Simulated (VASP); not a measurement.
Here is a VASP 6.6.1 calculation.

INCAR

```
PREC = Accurate
ENCUT = 500
EDIFF = 1E-6
ISMEAR = 1
SIGMA = 0.1
LREAL = F
LASPH = T
NELM = 120
ALGO = Normal
ISIF = 2
LWAVE = F
LCHARG = T
GGA = PS
IVDW = 12
LELF = T
LVHAR = T
NBANDS = 21
GGA_COMPAT = F
```

File KPOINTS:

```
regular mesh
0
Gamma
  8 8 8
```

File POSCAR:

```
Sn
1.0
    0.0000000000      3.2384190588      3.2384190588
    3.2333430000      0.0000000000      3.2384190588
    3.2333430000      3.2384190588      0.0000000000
Sn
2
Direct
    0.5000000000      0.5000000000      0.5000000000
    0.7500000000      0.7500000000      0.7500000000
```

Potentials or basis: VASP PAW PBE potentials, release 64 (Sn_d).

Run with:

```sh
$ cat potpaw_PBE.64/Sn_d/POTCAR > POTCAR
$ mpirun -np 1 vasp_std > vasp.out
```

Q: What does it give for the dispersion energy per atom?

A: -0.316 eV.

Q: What does it give for the pressure?

A: -0.1 GPa.

Q: Predict the band gap on the k mesh.

A: Zero (bands 14 and 15 overlap by 0.13 eV).

Caveat: three body term missing; the PAW data sets were made with another functional, which shifts forces and pressure a little; spin-orbit coupling is left out, which moves the levels of the heavy elements.
